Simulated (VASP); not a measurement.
# HfVS3 (Cmmm) in VASP: single point with PBE

Aim: the single point of HfVS3 with PBE.

Everything below comes from runs of VASP 6.6.1. Logs are shortened: lines on timing, memory, paths and dates and some standing lists are left out, and cuts for length are marked.

### Step 1. The cell of the first run

The structure is orthorhombic, space group Cmmm (No. 65). The conventional cell has a = 6.330 Å, b = 6.412 Å, c = 4.497 Å, α = 90.00°, β = 90.00°, γ = 90.00°. Hf (site symmetry mmm) has 12 S at 3.17 to 3.21 Å and 8 V at 3.88 to 3.92 Å within 4.2 Å. V (site symmetry mmm) has 6 S at 2.25 Å within 3.0 Å. S (site symmetry mmm) has 2 V at 2.25 Å within 3.0 Å. S (site symmetry 2/m) has 2 V at 2.25 Å within 3.0 Å.

The cell was built from a structure type or drawn by symmetry, and may not be a known phase.

### Step 2. Single point, PBE, collinear spin, ferromagnetic start

File INCAR:

```
SYSTEM = HfVS3
ALGO = Normal ; EDIFF = 1E-6
ENCUT = 520 ; GGA = PE
ISIF = 2 ; ISMEAR = 0
ISPIN = 2 ; LASPH = .TRUE.
LCHARG = .FALSE. ; LMAXMIX = 4
LORBIT = 11 ; LREAL = .FALSE.
LWAVE = .FALSE. ; MAGMOM = 0 2 0 0 0
NBANDS = 32 ; NELM = 150
PREC = Accurate ; SIGMA = 0.1
```

File KPOINTS:

```
k-points
0
G
  4 4 4
  0 0 0
```

File POSCAR:

```
HfVS3
1.0
    3.1650230300     -3.2058622400      0.0000000000
    3.1650230300      3.2058622400      0.0000000000
    0.0000000000      0.0000000000      4.4973959800
Hf V S
1 1 3
Direct
    0.0000000000      0.0000000000      0.5000000000
    0.5000000000      0.5000000000      0.0000000000
    0.5000000000      0.5000000000      0.5000000000
    0.5000000000      0.0000000000      0.0000000000
    0.0000000000      0.5000000000      0.0000000000
```

Potentials or basis: VASP PAW PBE potentials, release 64 (Hf_pv, V_sv, S).

Launch:

```sh
$ cat potpaw_PBE.64/Hf_pv/POTCAR potpaw_PBE.64/V_sv/POTCAR potpaw_PBE.64/S/POTCAR > POTCAR
$ mpirun -np 1 vasp_std > vasp.out
```

OUTCAR:

```text
SYSTEM = HfVS3
   EDIFF = 1E-6
   ENCUT = 520
   GGA = PE
   ISIF = 2
   ISMEAR = 0
   ISPIN = 2
   LASPH = .TRUE.
   LORBIT = 11
   LREAL = .FALSE.
   NELM = 150
   PREC = Accurate

 ion  position               nearest neighbor table
   1  0.000  0.000  0.500-   3 3.17   3 3.17   5 3.18   4 3.18   5 3.18   5 3.18   5 3.18   4 3.18
                             4 3.18   4 3.18   3 3.21   3 3.21
   2  0.500  0.500  0.000-   3 2.25   3 2.25   5 2.25   4 2.25   4 2.25   5 2.25
   3  0.500  0.500  0.500-   2 2.25   2 2.25   1 3.17   1 3.17   1 3.21   1 3.21
   4  0.500  0.000  0.000-   2 2.25   2 2.25   1 3.18   1 3.18   1 3.18   1 3.18
   5  0.000  0.500  0.000-   2 2.25   2 2.25   1 3.18   1 3.18   1 3.18   1 3.18

  LATTYP: Found a base centered orthorhombic cell.
 ALAT       =     6.3300460600
 B/A-ratio  =     1.0129032900
 C/A-ratio  =     0.7104839266

  Lattice vectors:

 A1 = (   3.1650230300,  -3.2058622400,   0.0000000000)
 A2 = (   3.1650230300,   3.2058622400,   0.0000000000)
 A3 = (   0.0000000000,   0.0000000000,   4.4973959800)

Analysis of symmetry for initial positions (statically):
=====================================================================
 Subroutine PRICEL returns:
 Original cell was already a primitive cell.

 Routine SETGRP: Setting up the symmetry group for a
 base centered orthorhombic supercell.

 Subroutine GETGRP returns: Found  8 space group operations
 (whereof  8 operations were pure point group operations)
 out of a pool of  8 trial point group operations.

The static configuration has the point symmetry D_2h.

Analysis of symmetry for dynamics (positions and initial velocities):
=====================================================================
 Subroutine PRICEL returns:
 Original cell was already a primitive cell.

 Routine SETGRP: Setting up the symmetry group for a
 base centered orthorhombic supercell.

 Subroutine GETGRP returns: Found  8 space group operations
 (whereof  8 operations were pure point group operations)
 out of a pool of  8 trial point group operations.

The dynamic configuration has the point symmetry D_2h.

Analysis of structural, dynamic, and magnetic symmetry:
=====================================================================
 Subroutine PRICEL returns:
 Original cell was already a primitive cell.

 Routine SETGRP: Setting up the symmetry group for a
 base centered orthorhombic supercell.

 Subroutine GETGRP returns: Found  8 space group operations
 (whereof  8 operations were pure point group operations)
[... 135 lines left out ...]
 spin polarized calculation
 Gauss-broadening in eV      SIGMA  =   0.10
  energy-cutoff  :      520.00
  volume of cell :       91.27
 maximum number of plane-waves:      2493
 NGX is ok and might be reduce to    36
   NGX = 17   NGY = 17   NGZ = 17

 number of electron      40.9999993 magnetization       2.4811723

 Free energy of the ion-electron system (eV)
  ---------------------------------------------------
  ext. energy  EPLUGINS =         0.00000000
  ---------------------------------------------------
  free energy    TOTEN  =       -32.47141074 eV

  energy without entropy =      -32.45384634  energy(sigma->0) =      -32.46262854

 E-fermi :   7.0941     XC(G=0): -10.8063

 val. band max:        7.0849498349   @ k =   0.2500   0.2500   0.0000
 cond. band min:       7.1157046371   @ k =   0.2500   0.0000   0.2500
 fundamental gap:      0.0307548022
 Fermi energy:         7.0940505537

 spin component 1

 k-point     1 :       0.0000    0.0000    0.0000
  band No.  band energies     occupation
      1     -58.0903      1.00000
      2     -32.0153      1.00000
      3     -32.0142      1.00000
      4     -32.0119      1.00000
      5     -26.1774      1.00000
      6     -26.1756      1.00000
[... 724 lines left out ...]
     31      14.0485      0.00000
     32      14.0552      0.00000
 Fermi energy:         7.0940505537

 spin component 2

 k-point     1 :       0.0000    0.0000    0.0000
  band No.  band energies     occupation
      1     -56.7104      1.00000
      2     -30.6539      1.00000
      3     -30.6531      1.00000
      4     -30.6487      1.00000
      5     -25.7825      1.00000
      6     -25.7758      1.00000
[... 724 lines left out ...]
     31      14.3503      0.00000
     32      14.3561      0.00000

------------------------ aborting loop because EDIFF is reached ----------------------------------------

  FORCE on cell =-STRESS in cart. coord.  units (eV):
  Direction    XX          YY          ZZ          XY          YZ          ZX
  --------------------------------------------------------------------------------------
  -------------------------------------------------------------------------------------
  Total        1.1487704      1.2055905      1.3144452      0.0000000      0.0000000      0.0000000
  in kB       20.1665196     21.1639903     23.0749202      0.0000000      0.0000000      0.0000000
  external PRESSURE =      21.4684767 kB  Pullay stress =       0.0000000 kB

 VOLUME and BASIS-vectors are now :
 -----------------------------------------------------------------------------
  energy-cutoff  :      520.00
  volume of cell :       91.27
      direct lattice vectors                 reciprocal lattice vectors
     3.165023030 -3.205862240  0.000000000     0.157976734 -0.155964281  0.000000000
     3.165023030  3.205862240  0.000000000     0.157976734  0.155964281  0.000000000
     0.000000000  0.000000000  4.497395980     0.000000000  0.000000000  0.222350890

 POSITION                                       TOTAL-FORCE (eV/Angst)
 -----------------------------------------------------------------------------------
      0.00000      0.00000      2.24870         0.000000      0.000000      0.000000
      3.16502      0.00000      0.00000        -0.000000      0.000000      0.000000
      3.16502      0.00000      2.24870         0.000000     -0.000000      0.000000
      1.58251     -1.60293      0.00000         0.000000      0.000000      0.000000
      1.58251      1.60293      0.00000         0.000000      0.000000      0.000000
 -----------------------------------------------------------------------------------
    total drift:                                0.000000      0.000000     -0.000000

  FREE ENERGIE OF THE ION-ELECTRON SYSTEM (eV)
  ---------------------------------------------------
  free  energy   TOTEN  =       -32.4714107385 eV

  energy  without entropy=      -32.4538463366  energy(sigma->0) =      -32.46262854

 total charge

# of ion       s       p       d       tot
------------------------------------------
    1        0.250   6.085   1.255   7.590
    2        2.259   6.286   3.227  11.772
    3        1.351   2.402   0.000   3.753
    4        1.351   2.400   0.000   3.752
    5        1.351   2.400   0.000   3.752
--------------------------------------------------
tot          6.563  19.573   4.483  30.619

 magnetization (x)

# of ion       s       p       d       tot
------------------------------------------
    1        0.084   0.017   0.569   0.671
    2        0.014   0.014   1.366   1.394
    3        0.000  -0.043   0.000  -0.043
    4        0.000  -0.043   0.000  -0.043
    5        0.000  -0.043   0.000  -0.043
--------------------------------------------------
tot          0.098  -0.099   1.936   1.936
```

stdout:

```text
POSCAR found type information on POSCAR HfV S
 POSCAR found :  3 types and       5 ions
 scaLAPACK will be used
 LDA part: xc-table for (Slater+PW92), standard interpolation
 POSCAR, INCAR and KPOINTS ok, starting setup
 FFT: planning ... GRIDC
 FFT: planning ... GRID_SOFT
 FFT: planning ... GRID
 WAVECAR not read
 entering main loop
```

Wall time 5.3 min (1 thread of AMD EPYC 7R43 (Zen 3), shared host); peak memory 0.27 GiB.

Results:

| Item | Value |
| --- | --- |
| Free energy | -32.4714 eV |
| Pressure | 2.1 GPa |
| Net moment | 2.48 μB per cell |
| Site moments | Hf +0.67; V +1.39; S -0.04 μB |
| Valence electrons inside the program's atomic spheres | Hf 7.59; V 11.77; S 3.75 |

Stress tensor (GPa, compression positive):
```
2.02 0.00 0.00
0.00 2.12 0.00
0.00 0.00 2.31
```

Caveat: spin-orbit coupling is left out, which moves the levels of the heavy elements. With open d or f shells a metallic result of PBE can be an artefact of self-interaction; +U or a hybrid may open a gap.
